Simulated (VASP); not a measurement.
Input of a VASP 6.6.1 run:

File INCAR:

```
ALGO = Normal
EDIFF = 1E-7
EDIFFG = -0.002
ENCUT = 600
GGA = PS
IBRION = 2
ISIF = 3
ISMEAR = 0
LASPH = T
LCHARG = F
LREAL = F
LWAVE = F
NELM = 80
NSW = 100
PREC = Accurate
PSTRESS = 150.0
SIGMA = 0.01
```

KPOINTS

```
k-points
0
Gamma
  8 8 8
```

The input POSCAR:

```
BaS
1.0
    0.0000000000      3.1662959514      3.1662959514
    3.1662959514      0.0000000000      3.1662959514
    3.1662959514      3.1662959514      0.0000000000
Ba S
1 1
Direct
    0.0000000000      0.0000000000      0.0000000000
    0.5000000000      0.5000000000      0.5000000000
```

Potentials or basis: VASP PAW PBE potentials, release 64 (Ba_sv, S).

The run is started by

```sh
$ cat potpaw_PBE.64/Ba_sv/POTCAR potpaw_PBE.64/S/POTCAR > POTCAR
$ mpirun -np 1 vasp_std > vasp.out
```

Problem. Predict the space group after relaxing (to 0.05 Å).

Solution. Fm-3m (No. 225).

Problem. Estimate the relaxed cell.

Solution. a = 4.201 Å, b = 4.201 Å, c = 4.201 Å, α = 60.00°, β = 60.00°, γ = 60.00°.

Problem. Predict the relaxed volume.

Solution. 26.22 Å³/atom.

Final structure:
```
Ba S
1.0
     0.00000    2.97090    2.97090
     2.97090    0.00000    2.97090
     2.97090    2.97090    0.00000
Ba S
1 1
Direct
  0.00000 0.00000 0.00000
  0.50000 0.50000 0.50000
```

Caveat: the cell is relaxed towards a set pressure, so the enthalpy falls and the energy may rise; the volume moved by over 15 % at a fixed basis, so the end points are rough; the PAW data sets were made with another functional, which shifts forces and pressure a little.
